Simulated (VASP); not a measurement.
## B: single point with PBEsol

B:

```xyz
1
Lattice="1.6769 0.0000 0.0000 -0.8384 1.4522 0.0000 0.0000 0.0000 3.5264" Properties=species:S:1:pos:R:3 pbc="T T T"
B     0.0000    0.0000    0.0000
```

This cell differs from its parent crystal: strain -0.015 along x and y, -0.030 along z.

* Program: VASP 6.6.1
* Task: single point
* Functional: PBEsol
* Potentials or basis: VASP PAW PBE potentials, release 64 (B)
* Cutoff: 520 eV
* k mesh: 33 × 33 × 14
* Occupations: gaussian, width 0.15 eV
* Spin: no spin polarisation

```json
{
 "Pressure": "11.4 GPa"
}
```

Stress tensor (GPa, compression positive):
```
17.09  0.00  0.00
 0.00 17.09  0.00
 0.00  0.00 -0.07
```

Levels at points of the mesh, in eV from the Fermi level:
```tsv
k point	band 1	band 2	band 3	band 4	band 5	band 6
(0.00, 0.00, 0.00)	-17.67	-7.01	2.13	25.91	25.91	27.65
(0.00, 0.00, 0.50)	-17.26	-9.23	9.34	14.51	25.92	25.92
```

It took 22 s on 1 thread of Intel Xeon 6975P-C (shared host), peak memory 0.15 GiB.

Caveat: the cell differs from its parent crystal (strain -0.015 along x and y, -0.030 along z); the PAW data sets were made with another functional, which shifts forces and pressure a little.
